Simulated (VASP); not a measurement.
# BaS (Pm-3m) in VASP: notebook

BaS is run at these levels: LDA, PBE, r2SCAN, PBEsol; tasks: single point, relaxation of cell and atoms.

Everything below comes from runs of VASP 6.6.1. Logs are shortened: lines on timing, memory, paths and dates and some standing lists are left out, and cuts for length are marked.

## 1. The cell of the first run

The structure is cubic, space group Pm-3m (No. 221). The conventional cell has a = 3.834 Å, b = 3.834 Å, c = 3.834 Å, α = 90.00°, β = 90.00°, γ = 90.00°. Ba (site symmetry m-3m) has 8 S at 3.32 Å and 6 Ba at 3.83 Å within 4.4 Å. S (site symmetry m-3m) has 8 Ba at 3.32 Å and 6 S at 3.83 Å within 4.4 Å.

## 2. Single point, LDA

File INCAR:

```
SYSTEM = BaS
PREC     = Accurate       ! precision mode
ENCUT    = 520            ! plane-wave cutoff, eV
EDIFF    = 1E-6           ! SCF threshold, eV
ISMEAR   = 0              ! smearing method
SIGMA    = 0.01           ! smearing width, eV
LREAL    = .FALSE.        ! projectors in reciprocal space
LASPH    = .TRUE.         ! aspherical terms in the spheres
NELM     = 100            ! most SCF steps
ALGO     = Normal         ! electronic algorithm
ISIF     = 2              ! what is computed and relaxed
LWAVE    = .FALSE.        ! write WAVECAR
LCHARG   = .FALSE.        ! write CHGCAR
NBANDS   = 15             ! bands
```

File KPOINTS:

```
Automatic mesh
0
G
  6 6 6
  0 0 0
```

File POSCAR:

```
BaS
1.0
    3.8337582597      0.0000000000      0.0000000000
    0.0000000000      3.8337582597      0.0000000000
    0.0000000000      0.0000000000      3.8337582597
Ba S
1 1
Direct
    0.0000000000      0.0000000000      0.0000000000
    0.5000000000      0.5000000000      0.5000000000
```

Potentials or basis: VASP PAW LDA potentials, release 64 (Ba_sv, S).

Command:

```bash
cat potpaw_LDA.64/Ba_sv/POTCAR potpaw_LDA.64/S/POTCAR > POTCAR
mpirun -np 1 vasp_std > vasp.out
```

OUTCAR:

```text
SYSTEM = BaS
   PREC = Accurate
   ENCUT = 520
   EDIFF = 1E-6
   ISMEAR = 0
   LREAL = .FALSE.
   LASPH = .TRUE.
   NELM = 100
   ISIF = 2

 ion  position               nearest neighbor table
   1  0.000  0.000  0.000-   2 3.32   2 3.32   2 3.32   2 3.32   2 3.32   2 3.32   2 3.32   2 3.32

   2  0.500  0.500  0.500-   1 3.32   1 3.32   1 3.32   1 3.32   1 3.32   1 3.32   1 3.32   1 3.32

  LATTYP: Found a simple cubic cell.
 ALAT       =     3.8337582597

  Lattice vectors:

 A1 = (   3.8337582597,   0.0000000000,   0.0000000000)
 A2 = (   0.0000000000,   3.8337582597,   0.0000000000)
 A3 = (   0.0000000000,   0.0000000000,   3.8337582597)

Analysis of symmetry for initial positions (statically):
=====================================================================
 Subroutine PRICEL returns:
 Original cell was already a primitive cell.

 Routine SETGRP: Setting up the symmetry group for a
 simple cubic supercell.

 Subroutine GETGRP returns: Found 48 space group operations
 (whereof 48 operations were pure point group operations)
 out of a pool of 48 trial point group operations.

The static configuration has the point symmetry O_h .

Analysis of symmetry for dynamics (positions and initial velocities):
=====================================================================
 Subroutine PRICEL returns:
 Original cell was already a primitive cell.

 Routine SETGRP: Setting up the symmetry group for a
 simple cubic supercell.

 Subroutine GETGRP returns: Found 48 space group operations
 (whereof 48 operations were pure point group operations)
 out of a pool of 48 trial point group operations.

The dynamic configuration has the point symmetry O_h .

 Subroutine INISYM returns: Found 48 space group operations
 (whereof 48 operations are pure point group operations),
 and found     1 'primitive' translations

----------------------------------------------------------------------------------------

                                     Primitive cell

  volume of cell :      56.3474

  direct lattice vectors                    reciprocal lattice vectors
     3.833758260  0.000000000  0.000000000     0.260840651  0.000000000  0.000000000
     0.000000000  3.833758260  0.000000000     0.000000000  0.260840651  0.000000000
     0.000000000  0.000000000  3.833758260     0.000000000  0.000000000  0.260840651

  length of vectors
     3.833758260  3.833758260  3.833758260     0.260840651  0.260840651  0.260840651

  position of ions in fractional coordinates (direct lattice)
     0.000000000  0.000000000  0.000000000
     0.500000000  0.500000000  0.500000000

  ion indices of the primitive-cell ions
   primitive index   ion index
                 1           1
                 2           2

----------------------------------------------------------------------------------------

 KPOINTS: Automatic mesh

Automatic generation of k-mesh.
 Grid dimensions read from file:
 generate k-points for:    6    6    6

 Generating k-lattice:

  Cartesian coordinates                     Fractional coordinates (reciprocal lattice)
     0.043473442  0.000000000  0.000000000     0.166666667  0.000000000  0.000000000
     0.000000000  0.043473442  0.000000000     0.000000000  0.166666667  0.000000000
     0.000000000  0.000000000  0.043473442     0.000000000  0.000000000  0.166666667

  Length of vectors
     0.043473442  0.043473442  0.043473442

  Shift w.r.t. Gamma in fractional coordinates (k-lattice)
     0.000000000  0.000000000  0.000000000

 Subroutine IBZKPT returns following result:
 ===========================================

 Found     20 irreducible k-points:

 Following reciprocal coordinates:
            Coordinates               Weight
  0.000000  0.000000  0.000000      1.000000
  0.166667  0.000000  0.000000      6.000000
  0.333333  0.000000  0.000000      6.000000
  0.500000  0.000000  0.000000      3.000000
  0.166667  0.166667  0.000000     12.000000
  0.333333  0.166667  0.000000     24.000000
[... 12 lines left out ...]
  0.500000  0.500000  0.333333      6.000000
  0.500000  0.500000  0.500000      1.000000
   k-points           NKPTS =     20   k-points in BZ     NKDIM =     20   number of bands    NBANDS=     15
   number of dos      NEDOS =    301   number of ions     NIONS =      2
   total plane-waves  NPLWV =  27000
   dimension x,y,z NGX =    30 NGY =   30 NGZ =   30
   dimension x,y,z NGXF=    60 NGYF=   60 NGZF=   60
   ions per type =               1   1
   NGX,Y,Z   is equivalent  to a cutoff of  13.01, 13.01, 13.01 a.u.
   NGXF,Y,Z  is equivalent  to a cutoff of  26.02, 26.02, 26.02 a.u.
 SYSTEM =  BaS
   PREC   = accura    normal or accurate (medium, high low for compatibility)
   ISTART =      0    job   : 0-new  1-cont  2-samecut
   ICHARG =      2    charge: 1-file 2-atom 10-const
   ISPIN  =      1    spin polarized calculation?
   LNONCOLLINEAR =      F non collinear calculations
   LSORBIT =      F    spin-orbit coupling
   LASPH  =      T    aspherical Exc in radial PAW
   ENCUT  =  520.0 eV  38.22 Ry    6.18 a.u.   7.13  7.13  7.13*2*pi/ulx,y,z
   NELM   =    100;   NELMIN=  2; NELMDL= -5     # of ELM steps
   EDIFF  = 0.1E-05   stopping-criterion for ELM
   LREAL  =      F    real-space projection
   EDIFFG = 0.1E-04   stopping-criterion for IOM
   NSW    =      0    number of steps for IOM
   IBRION =     -1    ionic relax: 0-MD 1-quasi-New 2-CG
   NFREE  =      0    steps in history (QN), initial steepest desc. (CG)
   ISIF   =      2    stress and relaxation
   ISYM   =      2    0-nonsym 1-usesym 2-fastsym
   POTIM  = 0.5000    time-step for ionic-motion
   TEBEG  =    0.0;   TEEND  =   0.0 temperature during run
   PSTRESS=    0.0 pullay stress
   NELECT =      16.0000    total number of electrons
   NUPDOWN=      -1.0000    fix difference up-down
   EMIN   =  10.00;   EMAX   =-10.00  energy-range for DOS
   EFERMI =   0.00;   METHOD = LEGACY
   ISMEAR =     0;   SIGMA  =   0.01  broadening in eV -4-tet -1-fermi 0-gaus
   EFERMI_NEDOS =   21; number of points for ismear=-14 and -15
   IALGO  =     38    algorithm
   IMIX   =      4    mixing-type and parameters
     AMIX     =   0.40;   BMIX     =  1.00
     AMIX_MAG =   1.60;   BMIX_MAG =  1.00
  volume/ion in A,a.u.               =      28.17       190.13
  Fermi-wavevector in a.u.,A,eV,Ry     =   1.076028  2.033397 15.753309  1.157836
  Thomas-Fermi vector in A             =   2.211901
   LORBIT       =      0    0 simple, 1 ext, 2 COOP (PROOUT), +10 PAW based schemes
   GGA     = CA    functional components
   LHFCALC =     F    Hartree Fock is set to
   AEXX    =    0.0000 exact exchange contribution
   IVDW    =     0    specifies the selected vdW correction
   LEPSILON=     F    determine dielectric tensor
   LRPA    =     F    only Hartree local field effects (RPA)
 non-spin polarized calculation
 Gauss-broadening in eV      SIGMA  =   0.01
  energy-cutoff  :      520.00
  volume of cell :       56.35
 maximum number of plane-waves:      1568
 NGX is ok and might be reduce to    30
   NGX = 15   NGY = 15   NGZ = 15

 number of electron      15.9999997 magnetization

 Free energy of the ion-electron system (eV)
  ---------------------------------------------------
  ext. energy  EPLUGINS =         0.00000000
  ---------------------------------------------------
  free energy    TOTEN  =       -10.84674896 eV

  energy without entropy =      -10.84674896  energy(sigma->0) =      -10.84674896

 E-fermi :   2.8981     XC(G=0):  -9.7305

 val. band max:        2.8371764141   @ k =   0.5000   0.5000   0.0000
 cond. band min:       4.0757469156   @ k =   0.0000   0.0000   0.0000
 fundamental gap:      1.2385705015
 Fermi energy:         2.8980875720

 k-point     1 :       0.0000    0.0000    0.0000
  band No.  band energies     occupation
      1     -24.2373      2.00000
      2      -9.0459      2.00000
      3      -9.0459      2.00000
      4      -9.0459      2.00000
      5      -8.1877      2.00000
      6       2.7270      2.00000
      7       2.7270      2.00000
      8       2.7270      2.00000
      9       4.0757      0.00000
     10       4.0757      0.00000
     11       6.4045      0.00000
     12       9.3285      0.00000
     13       9.3285      0.00000
     14       9.3285      0.00000
     15      13.6899      0.00000

 k-point     2 :       0.1667    0.0000    0.0000
  band No.  band energies     occupation
      1     -24.2141      2.00000
      2      -9.6019      2.00000
      3      -9.0147      2.00000
      4      -9.0147      2.00000
      5      -7.7182      2.00000
      6       1.6682      2.00000
      7       2.5651      2.00000
      8       2.5651      2.00000
      9       4.2715      0.00000
     10       5.1306      0.00000
     11       7.3839      0.00000
     12       9.3226      0.00000
     13       9.3226      0.00000
     14       9.4876      0.00000
     15      11.9797      0.00000

 k-point     3 :       0.3333    0.0000    0.0000
  band No.  band energies     occupation
      1     -24.1670      2.00000
      2     -10.2752      2.00000
      3      -8.9510      2.00000
      4      -8.9510      2.00000
      5      -7.1697      2.00000
      6       0.3690      2.00000
      7       2.2418      2.00000
      8       2.2418      2.00000
      9       4.7612      0.00000
     10       7.3040      0.00000
     11       8.9548      0.00000
     12       9.5268      0.00000
     13       9.5268      0.00000
     14       9.8644      0.00000
     15      10.0320      0.00000
[... 271 lines left out ...]
 k-point    19 :       0.5000    0.5000    0.3333
  band No.  band energies     occupation
      1     -23.9944      2.00000
      2      -9.7521      2.00000
      3      -9.7521      2.00000
      4      -9.4958      2.00000
      5      -7.4736      2.00000
      6       0.3139      2.00000
      7       0.3139      2.00000
      8       0.5069      2.00000
      9       8.1066      0.00000
     10       8.8050      0.00000
     11       8.8050      0.00000
     12       9.2582      0.00000
     13      11.8300      0.00000
     14      11.8300      0.00000
     15      11.8509      0.00000

 k-point    20 :       0.5000    0.5000    0.5000
  band No.  band energies     occupation
      1     -23.9734      2.00000
      2      -9.6989      2.00000
      3      -9.6989      2.00000
      4      -9.6989      2.00000
      5      -7.3671      2.00000
      6      -0.0010      2.00000
      7      -0.0010      2.00000
      8      -0.0010      2.00000
      9      10.0982      0.00000
     10      10.0982      0.00000
     11      10.0982      0.00000
     12      10.4410      0.00000
     13      10.4410      0.00000
     14      10.4410      0.00000
     15      11.9131      0.00000

------------------------ aborting loop because EDIFF is reached ----------------------------------------

  FORCE on cell =-STRESS in cart. coord.  units (eV):
  Direction    XX          YY          ZZ          XY          YZ          ZX
  --------------------------------------------------------------------------------------
  -------------------------------------------------------------------------------------
  Total       -1.0169169     -1.0169169     -1.0169169      0.0000000      0.0000000     -0.0000000
  in kB      -28.9149117    -28.9149117    -28.9149117      0.0000000      0.0000000     -0.0000000
  external PRESSURE =     -28.9149117 kB  Pullay stress =       0.0000000 kB

 VOLUME and BASIS-vectors are now :
 -----------------------------------------------------------------------------
  energy-cutoff  :      520.00
  volume of cell :       56.35
      direct lattice vectors                 reciprocal lattice vectors
     3.833758260  0.000000000  0.000000000     0.260840651  0.000000000  0.000000000
     0.000000000  3.833758260  0.000000000     0.000000000  0.260840651  0.000000000
     0.000000000  0.000000000  3.833758260     0.000000000  0.000000000  0.260840651

 POSITION                                       TOTAL-FORCE (eV/Angst)
 -----------------------------------------------------------------------------------
      0.00000      0.00000      0.00000         0.000000      0.000000      0.000000
      1.91688      1.91688      1.91688         0.000000      0.000000      0.000000
 -----------------------------------------------------------------------------------
    total drift:                                0.000000     -0.000000     -0.000000

  FREE ENERGIE OF THE ION-ELECTRON SYSTEM (eV)
  ---------------------------------------------------
  free  energy   TOTEN  =       -10.8467489572 eV

  energy  without entropy=      -10.8467489572  energy(sigma->0) =      -10.84674896
```

Run time: 18 s. Hardware: 1 thread of Intel Xeon 8259CL, shared host; peak memory 0.15 GiB.

Results:

```
Free energy            : -10.8467 eV
Pressure               : -2.9 GPa
Band gap on the k mesh : 1.24 eV (least direct gap 1.35 eV)
```

Caveat: spin-orbit coupling is left out, which moves the levels of the heavy elements. A k mesh can miss the band edges.

[end of part 1 of 2]
